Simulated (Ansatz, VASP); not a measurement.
**C in VASP and in Ansatz**

File INCAR:

```
SYSTEM = C
PREC = Accurate
ENCUT = 520
EDIFF = 1E-6
ISMEAR = -1
SIGMA = 0.06
LREAL = .False.
LASPH = .True.
NELM = 60
ALGO = Normal
ISIF = 2
LWAVE = .False.
LCHARG = .False.
GGA = PE
NBANDS = 11
```

File KPOINTS:

```
Automatic mesh
0
Gamma
  9 9 9
  0 0 0
```

The input POSCAR:

```
C
1.0
    0.0000000000      1.7833700000      1.7833700000
    1.7833700000      0.0000000000      1.7833700000
    1.7833700000      1.7833700000      0.0000000000
C
2
Direct
    0.7500000000      0.7500000000      0.7500000000
    0.5000000000      0.5000000000      0.5000000000
```

File input.yaml:

```yaml
crystal:
  lattice:
    - [0.0, 1.78337, 1.78337]
    - [1.78337, 0.0, 1.78337]
    - [1.78337, 1.78337, 0.0]
  atoms:
    - { symbol: C, position: [0.75, 0.75, 0.75] }
    - { symbol: C, position: [0.5, 0.5, 0.5] }
kpoints:
  mp_grid: { grid: [9, 9, 9] }
scf:
  occupations: { method: fermi_dirac, width: 0.06 }
hamiltonian:
  xc: pbe
  pseudopotentials: { kind: all_electron, lapw: { basis_error: 0.003 } }
output:
  forces: true
  stress: true
  eigenvalues: true
```

Alike in both runs: task single point; functional PBE; k mesh 9 × 9 × 9; occupations fermi-dirac, width 0.06 eV; no spin polarisation.

|  | VASP | Ansatz |
| --- | --- | --- |
| version | VASP 6.6.1 | Ansatz 0.2.0 |
| potentials or method | VASP PAW PBE potentials, release 64 (C), cutoff 520 eV | all-electron LAPW, scalar-relativistic |

|  | VASP | Ansatz | Ansatz less VASP |
| --- | --- | --- | --- |
| gap on the k mesh at the Fermi level (eV) | 4.15 | 4.16 | +0.008 |
| least direct gap on the mesh (eV) | 5.59 | 5.60 | +0.010 |
| pressure (GPa) | 2.5 | 1.8 | -0.70 |

Ansatz ran all-electron here, and VASP with PAW potentials.
